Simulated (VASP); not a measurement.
Write the native input for VASP 6.6.1 that does the following.

```yaml
Task: single point
Functional: r2SCAN
Potentials_or_basis: VASP PAW PBE potentials, release 64 (Al, Ru_pv)
Cutoff: 520 eV
k_mesh: 18 × 18 × 18
Occupations: gaussian, width 0.15 eV
Spin: no spin polarisation
Dipole_correction: no
Further_INCAR_settings: ALGO = Normal; EDIFF = 1e-06; NBANDS = 16
```

AlRu:

```
CELL_PARAMETERS angstrom
2.74108 0.00000 0.00000
0.00000 2.74108 0.00000
0.00000 0.00000 3.56341
ATOMIC_POSITIONS crystal
Al 0.00000 0.00000 0.00000
Ru 0.50000 0.50000 0.50000
```

This cell differs from its parent crystal: ratio of the length along z to the lengths across it x 1.3, volume and fractional coordinates fixed.

These files were run (other wordings do the same):

POSCAR

```
AlRu
1.0
    2.7410843945      0.0000000000      0.0000000000
    0.0000000000      2.7410843945      0.0000000000
    0.0000000000      0.0000000000      3.5634097128
Al Ru
1 1
Direct
    0.0000000000      0.0000000000      0.0000000000
    0.5000000000      0.5000000000      0.5000000000
```

INCAR.step1

```
SYSTEM = AlRu
ALGO = Normal
EDIFF = 1E-4
ENCUT = 520
GGA = PE
ISMEAR = 0
LASPH = .True.
LCHARG = .False.
LREAL = .False.
LWAVE = .True.
NBANDS = 16
NELM = 60
PREC = Accurate
SIGMA = 0.15
```

INCAR.step2

```
SYSTEM = AlRu
ALGO = Normal
EDIFF = 1E-6
ENCUT = 520
ISIF = 2
ISMEAR = 0
ISTART = 1
LASPH = .True.
LCHARG = .False.
LMIXTAU = .True.
LREAL = .False.
LWAVE = .False.
METAGGA = R2SCAN
NBANDS = 16
NELM = 60
PREC = Accurate
SIGMA = 0.15
```

KPOINTS

```
k-points
0
Gamma
  18 18 18
  0 0 0
```

Potentials or basis: VASP PAW PBE potentials, release 64 (Al, Ru_pv).

Run with:

```console
$ cat potpaw_PBE.64/Al/POTCAR potpaw_PBE.64/Ru_pv/POTCAR > POTCAR
$ cp INCAR.step1 INCAR
$ mpirun -np 1 vasp_std > vasp.out
$ cp INCAR.step2 INCAR
$ mpirun -np 1 vasp_std > vasp.out
```

It gave:

```yaml
Pressure: 4.5 GPa
Band_gap_on_the_k_mesh: zero (an odd number of electrons rules out a gap without spin polarisation)
```

Caveat: the stress differs along the axes, from -12 to 13 GPa; an empty level that is flat over the whole mesh can mark a ghost state of the potentials, or a narrow d or f band; the PAW data sets were made with another functional, which shifts forces and pressure a little.

Run time: 12 min on 1 thread of Intel(R) Xeon(R) Platinum 8175M CPU @ 2.50GHz (Skylake/Cascade Lake), on a shared host, peak memory 0.32 GiB.
